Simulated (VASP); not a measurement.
A run of VASP 6.6.1 is set up as follows.

File POSCAR:

```
MgO
1.0
    0.0000000000      2.2280878905      2.1021680257
    2.1021680257      0.0000000000      2.1021680257
    2.1021680257      2.2280878905      0.0000000000
Mg O
1 1
Direct
    0.0000000000      0.0000000000      0.0000000000
    0.5000000000      0.5000000000      0.5000000000
```

INCAR.step1

```
  ALGO = Normal
  EDIFF = 1E-5
  ENCUT = 920
  GGA = PE
  GGA_COMPAT = F
  ISMEAR = 0
  LASPH = T
  LCHARG = F
  LREAL = F
  LWAVE = T
  NBANDS = 15
  NELM = 120
  PREC = Accurate
  SIGMA = 0.01
```

INCAR.step2

```
  ALGO = Normal
  EDIFF = 1E-6
  ENCUT = 920
  GGA_COMPAT = F
  ISIF = 2
  ISMEAR = 0
  ISTART = 1
  LASPH = T
  LCHARG = T
  LELF = T
  LMIXTAU = T
  LREAL = F
  LVHAR = T
  LWAVE = F
  METAGGA = R2SCAN
  NBANDS = 15
  NELM = 120
  PREC = Accurate
  SIGMA = 0.01
```

Contents of KPOINTS:

```
k-points
0
Gamma
  10 10 10
```

Potentials or basis: VASP PAW PBE potentials, release 64 (Mg_sv, O).

Launch:

```bash
$ cat potpaw_PBE.64/Mg_sv/POTCAR potpaw_PBE.64/O/POTCAR > POTCAR
$ cp INCAR.step1 INCAR
$ mpirun -np 1 vasp_std > vasp.out
$ cp INCAR.step2 INCAR
$ mpirun -np 1 vasp_std > vasp.out
```

Task: Predict the band gap on the k mesh.

Result: 5.04 eV.

Task: What does it give for the pressure?

Result: -7.2 GPa.

Stress tensor (GPa, compression positive):
```
 -4.47   0.00   0.00
  0.00 -12.58   0.00
  0.00   0.00  -4.47
```

Caveat: the cell differs from its parent crystal (uniaxial y strain +6.0%); the stress differs along the axes, from -13 to -4 GPa; the PAW data sets were made with another functional, which shifts forces and pressure a little.
